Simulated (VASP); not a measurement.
A run of VASP 6.6.1 is set up as follows.

The input INCAR:

```
SYSTEM = MgO
  PREC = Accurate
  ENCUT = 520
  EDIFF = 1E-6
  ISMEAR = 0
  SIGMA = 0.05
  LREAL = .FALSE.
  LASPH = .TRUE.
  NELM = 80
  ALGO = Normal
  ISIF = 2
  LWAVE = .FALSE.
  LCHARG = .FALSE.
  GGA = CA
  NBANDS = 11
```

Contents of KPOINTS:

```
regular mesh
0
G
  9 9 8
  0 0 0
```

POSCAR

```
MgO
1.0
    2.9820912170      0.0000000000      0.0000000000
   -1.4910456085      2.5825667503      0.0000000000
    0.0000000000      0.0000000000      2.7198752000
Mg O
1 1
Direct
    0.0000000000      0.0000000000      0.0000000000
    0.3333333333      0.6666666667      0.5000000000
```

Potentials or basis: VASP PAW LDA potentials, release 64 (Mg, O).

Command:

```console
$ cat potpaw_LDA.64/Mg/POTCAR potpaw_LDA.64/O/POTCAR > POTCAR
$ mpirun -np 1 vasp_std > vasp.out
```

Problem. What does it give for the pressure?

Solution. -15.7 GPa.

Problem. Predict the band gap on the k mesh.

Solution. 2.62 eV, indirect (least direct gap 3.02 eV).

Stress tensor (GPa, compression positive):
```
-14.80   0.00   0.00
  0.00 -14.80   0.00
  0.00   0.00 -17.59
```

Caveat: the cell differs from its parent crystal (strain +0.015 along x and y, +0.015 along z). A k mesh can miss the band edges.
